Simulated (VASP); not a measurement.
Here is a VASP 6.6.1 calculation.

File INCAR:

```
PREC = Accurate ; ENCUT = 520
EDIFF = 1E-6 ; ISMEAR = 0
SIGMA = 0.1 ; LREAL = F
LASPH = T ; NELM = 60
ALGO = Normal ; ISIF = 2
LWAVE = F ; LCHARG = F
LDIPOL = T ; IDIPOL = 3
DIPOL = 0.5 0.5 0.500 ; GGA = PE
IVDW = 12 ; IBRION = 2
NSW = 90 ; EDIFFG = -0.03
```

File KPOINTS:

```
Automatic mesh
0
Gamma
  6 6 1
```

File POSCAR:

```
Ta
1.0
    4.6456161668      0.0000000000      0.0000000000
   -2.3228080834      4.0232216167      0.0000000000
    0.0000000000      0.0000000000     23.6379770038
Ta
8
Selective dynamics
Direct
    0.6666666667      0.3333333333      0.3595908397  F F F
    0.3333333333      0.6666666667      0.3997077427  F F F
    0.0000000000      0.0000000000      0.4398246456  F F F
    0.6666666667      0.3333333333      0.4799415485  F F F
    0.3333333333      0.6666666667      0.5200584515  T T T
    0.0000000000      0.0000000000      0.5601753544  T T T
    0.6666666667      0.3333333333      0.6002922573  T T T
    0.3333333333      0.6666666667      0.6404091603  T T T
```

Potentials or basis: VASP PAW PBE potentials, release 64 (Ta_pv).

Run with:

```console
$ cat potpaw_PBE.64/Ta_pv/POTCAR > POTCAR
$ mpirun -np 1 vasp_std > vasp.out
```

Task: Estimate the energy gained by relaxing.

Result: 44.0 meV/atom.

Task: Estimate the band gap on the k mesh.

Result: Zero (bands 44 and 45 overlap by 0.38 eV).

Task: Predict the dispersion energy per atom.

Result: -0.440 eV.

Step by step:
| step | energy change (eV) | largest force on free atoms (eV/Å) | pressure (GPa) |
| --- | --- | --- | --- |
| 1 | 0.0000 | 1.9487 | -3.21 |
| 2 | -0.2009 | 1.1999 | -2.91 |
| 3 | -0.2894 | 1.0435 | -2.42 |
| 4 | -0.3318 | 0.3746 | -2.34 |
| 5 | -0.3362 | 0.3604 | -2.29 |
| 6 | -0.3439 | 0.2088 | -2.22 |
| 7 | -0.3484 | 0.1709 | -2.11 |
| 8 | -0.3514 | 0.0869 | -1.96 |
| 9 | -0.3514 | 0.0900 | -1.94 |
| 10 | -0.3521 | 0.0185 | -1.90 |

Caveat: spin-orbit coupling is left out, which moves the levels of the heavy elements.
